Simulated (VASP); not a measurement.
# Al32Cu (a cell with a defect) in VASP: further runs

Runs on Al32Cu (a cell with a defect). Level: PBEsol. Tasks: single point.

Program: VASP 6.6.1. These are calculated values, not measurements. Logs are shortened: lines on timing, memory, paths and dates and some standing lists are left out, and cuts for length are marked.

### 1 The cell of the first run

The cell holds a defect, 33 atoms: a = 8.100 Å, b = 8.100 Å, c = 8.100 Å, α = 90.00°, β = 90.00°, γ = 90.00°.

### 2 Single point, PBEsol

Contents of INCAR:

```
  ALGO = Normal
  EDIFF = 1E-6
  ENCUT = 520
  GGA = PS
  ISIF = 2
  ISMEAR = -1
  LASPH = T
  LCHARG = F
  LREAL = Auto
  LWAVE = F
  NBANDS = 76
  NELM = 60
  PREC = Accurate
  SIGMA = 0.05
```

Contents of KPOINTS:

```
k-points
0
Gamma
  2 2 2
```

Contents of POSCAR:

```
Al32Cu
1.0
    8.1000000000      0.0000000000      0.0000000000
    0.0000000000      8.1000000000      0.0000000000
    0.0000000000      0.0000000000      8.1000000000
Al Cu
32 1
Direct
    0.5096669136     -0.0143371605      0.0001543210
    0.7356059259      0.2705288889      0.0001432099
    0.7477567901      0.0060917284      0.2702683951
    0.0355328395      0.0796233333      0.0000814815
    0.2942903704      0.2472341975      0.0001467901
    0.4634716049      0.5114193827      0.0001474074
    0.7481655556      0.6373501235      0.0001190123
    0.2542687654      0.0034850617      0.2539044444
    0.5019728395      0.2507096296      0.2574807407
    0.7478154321      0.4885079012      0.2803724691
    0.4936680247     -0.0016429630      0.5001445679
    0.7458056790      0.2430614815      0.5001203704
    0.7477970370      0.0061320988      0.7300407407
    0.0291848148      0.4665839506      0.0001235802
    0.2395264198      0.7654855556      0.0001427160
    0.0056264198      0.2602676543      0.2788923457
    0.2463809877      0.5054811111      0.2577419753
    0.4973350617      0.7454229630      0.2563766667
    0.0066813580     -0.0060680247      0.5001439506
    0.2581645679      0.2520730864      0.5001291358
    0.4922546914      0.4983307407      0.5001433333
    0.7445835802      0.7532638272      0.5001571605
    0.2542929630      0.0034685185      0.7463633333
    0.5019648148      0.2507106173      0.7427867901
    0.7478149383      0.4884844444      0.7199051852
   -0.0106860494      0.7538292593      0.2373061728
    0.0046898765      0.5183637037      0.5001188889
    0.2505641975      0.7526646914      0.5001351852
    0.0056419753      0.2603051852      0.7213486420
    0.2463976543      0.5055028395      0.7425180247
    0.4973402469      0.7454372840      0.7439175309
   -0.0106920988      0.7538254321      0.7630009877
   -0.1884524691      0.9107349383      0.0001667901
```

Potentials or basis: VASP PAW PBE potentials, release 64 (Al, Cu).

The run is started by

```console
cat potpaw_PBE.64/Al/POTCAR potpaw_PBE.64/Cu/POTCAR > POTCAR
mpirun -np 1 vasp_std > vasp.out
```

OUTCAR:

```text
EDIFF = 1E-6
   ENCUT = 520
   GGA = PS
   ISIF = 2
   ISMEAR = -1
   LASPH = T
   LREAL = Auto
   NELM = 60
   PREC = Accurate

 ion  position               nearest neighbor table
   1  0.510  0.986  0.000-  33 2.52   5 2.74  15 2.82  18 2.85  31 2.85   8 2.92  23 2.92   3 2.92
                            13 2.92   2 2.95   9 2.99  24 2.99
   2  0.736  0.271  0.000-   9 2.82  24 2.82  14 2.86  25 2.88  10 2.88   4 2.88   6 2.94   1 2.95
                             7 2.97  33 2.98  13 3.06   3 3.06  16 3.14  29 3.14
   3  0.748  0.006  0.270-  33 2.38  12 2.67  22 2.77  11 2.78  19 2.81   9 2.81  26 2.84   1 2.92
                            18 2.93  16 2.93   2 3.06   4 3.25
   4  0.036  0.080  0.000-  33 2.27   5 2.50  29 2.70  16 2.70  23 2.78   8 2.78   2 2.88  15 3.03
                            14 3.13  13 3.25   3 3.25  32 3.29  26 3.29
   5  0.294  0.247  0.000-   4 2.50   6 2.54   9 2.68  24 2.68   1 2.74  14 2.79   8 2.87  23 2.87
                            17 2.98  30 2.98  16 3.25  29 3.25
   6  0.463  0.511  0.000-   7 2.52   5 2.54  17 2.73  30 2.73  15 2.74  18 2.82  31 2.82   2 2.94
                             9 2.98  24 2.98  10 3.24  25 3.24
   7  0.748  0.637  0.000-  33 2.27   6 2.52  25 2.57  10 2.57  14 2.66  32 2.90  26 2.90   2 2.97
                            31 3.03  18 3.03
   8  0.254  0.003  0.254-  11 2.78   4 2.78  15 2.82  19 2.83  20 2.83   9 2.83  28 2.85   5 2.87
                            18 2.87  16 2.90   1 2.92  26 2.95
   9  0.502  0.251  0.257-   5 2.68  10 2.78  20 2.79  12 2.79  21 2.81   3 2.81   2 2.82   8 2.83
                            11 2.84  17 2.92   6 2.98   1 2.99
  10  0.748  0.489  0.280-   7 2.57  12 2.67  21 2.73  27 2.75   9 2.78  22 2.79  16 2.79   2 2.88
                            18 2.91  26 2.93  14 3.22   6 3.24
  11  0.494  0.998  0.500-   3 2.78  13 2.78  23 2.78   8 2.78  28 2.80  20 2.80  24 2.84   9 2.84
[... 30 lines left out ...]
                            10 2.93   8 2.95  28 3.00  14 3.03   4 3.29
  27  0.005  0.518  0.500-  10 2.75  25 2.75  28 2.75  29 2.75  16 2.75  17 2.77  30 2.77  22 2.84
                            26 2.86  32 2.86  20 2.98  12 3.06
  28  0.251  0.753  0.500-  27 2.75  19 2.78  11 2.80  30 2.80  17 2.80  18 2.81  31 2.81  21 2.84
                            23 2.85   8 2.85  26 3.00  32 3.00
  29  0.006  0.260  0.721-   4 2.70  20 2.72  27 2.75  12 2.77  30 2.79  25 2.79  19 2.80  14 2.82
                            23 2.90  13 2.93   2 3.14   5 3.25
  30  0.246  0.506  0.743-   6 2.73  14 2.75  27 2.77  29 2.79  21 2.80  28 2.80  31 2.81  20 2.84
                            32 2.90  24 2.92  15 2.97   5 2.98
  31  0.497  0.745  0.744-  28 2.81  21 2.81  30 2.81  22 2.81   6 2.82  11 2.85   1 2.85  23 2.87
                            25 2.91  13 2.93  15 2.95   7 3.03
  32  0.989  0.754  0.763-  33 2.72  15 2.79  13 2.84  27 2.86  19 2.89   7 2.90  30 2.90  22 2.91
                            25 2.93  23 2.95  28 3.00  14 3.03   4 3.29
  33  0.812  0.911  0.000-   4 2.27   7 2.27   3 2.38  13 2.38   1 2.52  26 2.72  32 2.72   2 2.98

  LATTYP: Found a simple cubic cell.
 ALAT       =     8.1000000000

  Lattice vectors:

 A1 = (   8.1000000000,   0.0000000000,   0.0000000000)
 A2 = (   0.0000000000,   8.1000000000,   0.0000000000)
 A3 = (   0.0000000000,   0.0000000000,   8.1000000000)

Analysis of symmetry for initial positions (statically):
[... 188 lines left out ...]
   IMIX   =      4    mixing-type and parameters
     AMIX     =   0.40;   BMIX     =  1.00
     AMIX_MAG =   1.60;   BMIX_MAG =  1.00
  volume/ion in A,a.u.               =      16.10       108.68
  Fermi-wavevector in a.u.,A,eV,Ry     =   0.959513  1.813218 12.526422  0.920666
  Thomas-Fermi vector in A             =   2.088716
   LORBIT       =      0    0 simple, 1 ext, 2 COOP (PROOUT), +10 PAW based schemes
   GGA     = PS    functional components
   LHFCALC =     F    Hartree Fock is set to
   AEXX    =    0.0000 exact exchange contribution
   IVDW    =     0    specifies the selected vdW correction
   LEPSILON=     F    determine dielectric tensor
   LRPA    =     F    only Hartree local field effects (RPA)
 non-spin polarized calculation
  energy-cutoff  :      520.00
  volume of cell :      531.44
 maximum number of plane-waves:     14400
   NGX = 31   NGY = 31   NGZ = 31

 number of electron     107.0000004 magnetization

 Free energy of the ion-electron system (eV)
  ---------------------------------------------------
  ext. energy  EPLUGINS =         0.00000000
  ---------------------------------------------------
  free energy    TOTEN  =      -133.82476357 eV

  energy without entropy =     -133.71471233  energy(sigma->0) =     -133.76973795

 E-fermi :   7.7906     XC(G=0): -10.3613

 val. band max:        7.7800430792   @ k =   0.5000   0.0000   0.0000
 cond. band min:       7.7968042153   @ k =   0.0000   0.5000   0.5000
 fundamental gap:      0.0167611361
 Fermi energy:         7.7905605119

 k-point     1 :       0.0000    0.0000    0.0000
  band No.  band energies     occupation
      1      -3.1264      2.00000
      2      -1.0474      2.00000
      3      -0.9570      2.00000
      4      -0.8769      2.00000
      5      -0.8535      2.00000
      6      -0.7942      2.00000
[... 533 lines left out ...]
     64      11.0905      0.00000
     65      11.2001      0.00000
 [bands above 65 left out]

------------------------ aborting loop because EDIFF is reached ----------------------------------------

  FORCE on cell =-STRESS in cart. coord.  units (eV):
  Direction    XX          YY          ZZ          XY          YZ          ZX
  --------------------------------------------------------------------------------------
  -------------------------------------------------------------------------------------
  Total        7.4776044      6.4900983      6.4144647      3.7036284     -0.0038741     -0.0057050
  in kB       22.5433271     19.5662142     19.3381955     11.1656223     -0.0116795     -0.0171994
  external PRESSURE =      20.4825789 kB  Pullay stress =       0.0000000 kB

 VOLUME and BASIS-vectors are now :
 -----------------------------------------------------------------------------
  energy-cutoff  :      520.00
  volume of cell :      531.44
      direct lattice vectors                 reciprocal lattice vectors
     8.100000000  0.000000000  0.000000000     0.123456790  0.000000000  0.000000000
     0.000000000  8.100000000  0.000000000     0.000000000  0.123456790  0.000000000
     0.000000000  0.000000000  8.100000000     0.000000000  0.000000000  0.123456790

 POSITION                                       TOTAL-FORCE (eV/Angst)
 -----------------------------------------------------------------------------------
      4.12830      7.98387      0.00125        -0.072412      0.050544      0.000517
      5.95841      2.19128      0.00116         0.083939     -0.076305      0.000267
      6.05683      0.04934      2.18917        -0.045214      0.018567      0.105116
      0.28782      0.64495      0.00066         0.112494     -0.202979      0.000530
      2.38375      2.00260      0.00119        -0.037845      0.057955      0.000035
      3.75412      4.14250      0.00119         0.094717     -0.021231      0.000072
[... 25 lines left out ...]
      8.01339      6.10599      6.18031        -0.016289      0.028144      0.075272
      6.57354      7.37695      0.00135        -0.336223      0.176855     -0.000627
 -----------------------------------------------------------------------------------
    total drift:                                0.018851      0.009916     -0.001029

  FREE ENERGIE OF THE ION-ELECTRON SYSTEM (eV)
  ---------------------------------------------------
  free  energy   TOTEN  =      -133.8247635748 eV

  energy  without entropy=     -133.7147123293  energy(sigma->0) =     -133.76973795
```

OSZICAR:

```text
N       E                     dE             d eps       ncg     rms          rms(c)
DAV:   1     0.296733139166E+03    0.29673E+03   -0.36708E+04  1216   0.117E+03
DAV:   2    -0.973206030959E+02   -0.39405E+03   -0.36375E+03  1236   0.202E+02
DAV:   3    -0.136343322858E+03   -0.39023E+02   -0.35221E+02  1576   0.620E+01
DAV:   4    -0.138533870845E+03   -0.21905E+01   -0.21478E+01  1656   0.130E+01
DAV:   5    -0.138597932083E+03   -0.64061E-01   -0.63867E-01  1640   0.240E+00    0.237E+01
DAV:   6    -0.147522076539E+03   -0.89241E+01   -0.23014E+02  1668   0.223E+02    0.214E+01
DAV:   7    -0.135410592355E+03    0.12111E+02   -0.81736E+01  1664   0.344E+01    0.769E+00
DAV:   8    -0.134044126107E+03    0.13665E+01   -0.15620E+01  1800   0.524E+01    0.400E+00
DAV:   9    -0.133894582618E+03    0.14954E+00   -0.18041E+00  1824   0.114E+01    0.206E+00
DAV:  10    -0.133832820172E+03    0.61762E-01   -0.23881E-01  1888   0.568E+00    0.560E-01
DAV:  11    -0.133825640656E+03    0.71795E-02   -0.38659E-02  1944   0.198E+00    0.185E-01
DAV:  12    -0.133824819204E+03    0.82145E-03   -0.42584E-03  1896   0.790E-01    0.118E-01
DAV:  13    -0.133825039284E+03   -0.22008E-03   -0.10822E-03  1916   0.331E-01    0.132E-01
DAV:  14    -0.133824837406E+03    0.20188E-03   -0.34935E-04  1776   0.266E-01    0.760E-02
DAV:  15    -0.133824791270E+03    0.46136E-04   -0.11823E-04  1892   0.108E-01    0.384E-02
DAV:  16    -0.133824761661E+03    0.29609E-04   -0.11743E-04  1784   0.169E-01    0.500E-03
DAV:  17    -0.133824763438E+03   -0.17769E-05   -0.18172E-05  1564   0.125E-02    0.372E-03
DAV:  18    -0.133824763575E+03   -0.13688E-06   -0.32420E-07   816   0.288E-03
   1 F= -.13382476E+03 E0= -.13376974E+03  d E =-.110051E+00
```

stdout:

```text
POSCAR found type information on POSCAR AlCu
 POSCAR found :  2 types and      33 ions
 scaLAPACK will be used
 -----------------------------------------------------------------------------
|                                                                             |
|                                                                             |
|     You enforced a specific xc type in the INCAR file but a different       |
|     I HOPE YOU KNOW WHAT YOU ARE DOING!                                     |
|                                                                             |
 -----------------------------------------------------------------------------

 LDA part: xc-table for (Slater+PW92), standard interpolation
 POSCAR, INCAR and KPOINTS ok, starting setup
 FFT: planning ... GRIDC
 FFT: planning ... GRID_SOFT
 FFT: planning ... GRID
 WAVECAR not read
 entering main loop
```

It took 5.4 min on 1 thread of Intel Xeon 6975P-C (Granite Rapids), shared host; peak memory 0.57 GiB.

Results:

* Free energy: -133.8248 eV
* Pressure: 2.0 GPa
* Largest force: 0.380 eV/Å
* Band gap on the k mesh: zero (an odd number of electrons rules out a gap without spin polarisation)

Forces on the atoms (eV/Å):
```
Al  -0.072  0.051  0.001
Al   0.084 -0.076  0.000
Al  -0.045  0.019  0.105
Al   0.112 -0.203  0.001
Al  -0.038  0.058  0.000
Al   0.095 -0.021  0.000
Al   0.081 -0.001  0.001
Al   0.005 -0.014 -0.010
Al  -0.010  0.021 -0.013
Al   0.012 -0.002 -0.027
Al  -0.008  0.002 -0.001
Al   0.009  0.046  0.000
Al  -0.046  0.017 -0.105
Al   0.012 -0.006 -0.001
Al   0.074 -0.055  0.000
Al   0.013 -0.017 -0.037
Al   0.013 -0.001 -0.010
Al   0.014 -0.002  0.000
Al   0.006  0.000  0.000
Al  -0.004 -0.007 -0.001
Al   0.012 -0.003 -0.001
Al   0.015 -0.030  0.000
Al   0.004 -0.014  0.010
Al  -0.009  0.021  0.014
Al   0.013 -0.002  0.026
Al  -0.017  0.029 -0.077
Al   0.000  0.008  0.000
Al  -0.012 -0.003  0.000
Al   0.012 -0.016  0.038
Al   0.013 -0.002  0.011
Al   0.015 -0.003  0.000
Al  -0.016  0.028  0.075
Cu  -0.336  0.177 -0.001
```

Stress tensor (GPa, compression positive):
```
2.25 1.12 0.00
1.12 1.96 0.00
0.00 0.00 1.93
```

Caveat: the k points lie up to 0.39 Å⁻¹ apart, too coarse for converged energies and pressures of a metal; the PAW data sets were made with another functional, which shifts forces and pressure a little.

### 3 Single point, PBEsol

Contents of INCAR:

```
SYSTEM = Al32Cu
PREC = Accurate
ENCUT = 520
EDIFF = 1E-7
ISMEAR = -1
SIGMA = 0.05
LREAL = Auto
LASPH = .True.
NELM = 80
ALGO = Normal
ISIF = 2
LWAVE = .False.
LCHARG = .False.
GGA = PS
NBANDS = 76
```

Contents of KPOINTS:

```
Automatic mesh
0
Gamma
  2 2 2
  0 0 0
```

Contents of POSCAR:

```
Al32Cu
1.0
    8.1000000000      0.0000000000      0.0000000000
    0.0000000000      8.1000000000      0.0000000000
    0.0000000000      0.0000000000      8.1000000000
Al Cu
32 1
Direct
    0.4837553086     -0.0038498765      0.0001430864
    0.7463301235      0.2650865432      0.0001312346
    0.7466730864      0.0056149383      0.2833340741
    0.0460097531      0.0347072840      0.0001366667
    0.2711960494      0.2575207407      0.0001275309
    0.4798543210      0.5017180247      0.0001304938
    0.7496177778      0.6683441975      0.0001551852
    0.2543398765      0.0015608642      0.2574827160
    0.4970100000      0.2547260494      0.2564111111
    0.7496741975      0.4904406173      0.2687380247
    0.4912775309     -0.0002540741      0.5001281481
    0.7496517284      0.2534764198      0.5001191358
    0.7466732099      0.0056513580      0.7168822222
    0.0192862963      0.4816675309      0.0001307407
    0.2463720988      0.7525140741      0.0001346914
    0.0077624691      0.2572850617      0.2657879012
    0.2481069136      0.5047185185      0.2552832099
    0.4972560494      0.7458739506      0.2550303704
    0.0084425926     -0.0025881481      0.5001251852
    0.2540771605      0.2530732099      0.5001272840
    0.4949949383      0.5001322222      0.5001423457
    0.7473587654      0.7463533333      0.5001339506
    0.2543450617      0.0015559259      0.7428027160
    0.4970061728      0.2547277778      0.7438338272
    0.7496681481      0.4904382716      0.7315624691
   -0.0064723457      0.7542730864      0.2405665432
    0.0039359259      0.5114916049      0.5001353086
    0.2484918519      0.7501980247      0.5001418519
    0.0077750617      0.2572927160      0.7344885185
    0.2481049383      0.5047481481      0.7449579012
    0.4972854321      0.7458850617      0.7452750617
   -0.0065048148      0.7543072840      0.7597239506
   -0.2247849383      0.9521780247      0.0000901235
```

Potentials or basis: VASP PAW PBE potentials, release 64 (Al, Cu).

The run is started by

```console
cat potpaw_PBE.64/Al/POTCAR potpaw_PBE.64/Cu/POTCAR > POTCAR
mpirun -np 1 vasp_std > vasp.out
```

Wall time 5.1 min (1 thread of Intel Xeon 6975P-C (Granite Rapids), shared host); peak memory 0.57 GiB.

Results (log left out):

```yaml
Free_energy: -134.2724 eV
Pressure: 1.5 GPa
Largest_force: 0.281 eV/Å
Band_gap_on_the_k_mesh: zero (an odd number of electrons rules out a gap without spin polarisation)
```

Forces on the atoms (eV/Å):
```
Al  -0.140  0.055  0.001
Al   0.063 -0.035  0.000
Al  -0.004 -0.005  0.078
Al   0.070 -0.254  0.000
Al  -0.122  0.052 -0.001
Al   0.094 -0.058  0.000
Al   0.009  0.164  0.001
Al   0.006 -0.017  0.020
Al  -0.016  0.012 -0.011
Al   0.017  0.004 -0.067
Al  -0.009 -0.001  0.001
Al   0.028  0.058  0.001
Al  -0.004 -0.005 -0.078
Al  -0.047  0.076  0.000
Al   0.041 -0.074 -0.001
Al   0.017 -0.023 -0.073
Al   0.020 -0.010 -0.013
Al   0.010 -0.001 -0.012
Al   0.018  0.015  0.001
Al  -0.017  0.002  0.000
Al   0.022  0.003 -0.001
Al   0.020 -0.048  0.000
Al   0.007 -0.018 -0.020
Al  -0.016  0.012  0.011
Al   0.018  0.004  0.065
Al   0.032 -0.007  0.019
Al   0.005 -0.044  0.000
Al  -0.015 -0.021 -0.001
Al   0.017 -0.024  0.071
Al   0.019 -0.011  0.014
Al   0.010 -0.002  0.011
Al   0.032 -0.007 -0.018
Cu  -0.186  0.211  0.000
```

Stress tensor (GPa, compression positive):
```
1.78 0.65 0.00
0.65 1.07 0.00
0.00 0.00 1.62
```

Levels at points of the mesh, in eV from the Fermi level:
```csv
k point,band 51,band 52,band 53,band 54,band 55,band 56
"(0.00, 0.00, 0.00)",0.10,0.16,0.40,0.47,0.53,0.53
"(0.50, 0.00, 0.00)",-0.21,-0.17,-0.09,-0.04,-0.02,0.06
"(0.00, 0.50, 0.00)",-0.18,-0.16,-0.16,-0.09,-0.08,0.05
"(0.00, 0.00, 0.50)",-0.17,-0.17,-0.13,-0.07,0.02,0.06
"(0.50, 0.50, 0.00)",-0.27,-0.19,0.19,0.82,0.87,0.96
"(0.00, 0.50, 0.50)",-0.25,-0.21,0.17,0.79,0.88,0.94
"(0.50, 0.00, 0.50)",-0.25,-0.22,0.04,0.77,0.81,0.93
"(0.50, 0.50, 0.50)",-0.52,-0.52,-0.46,-0.46,-0.43,-0.40
```

Caveat: the k points lie up to 0.39 Å⁻¹ apart, too coarse for converged energies and pressures of a metal; the PAW data sets were made with another functional, which shifts forces and pressure a little.
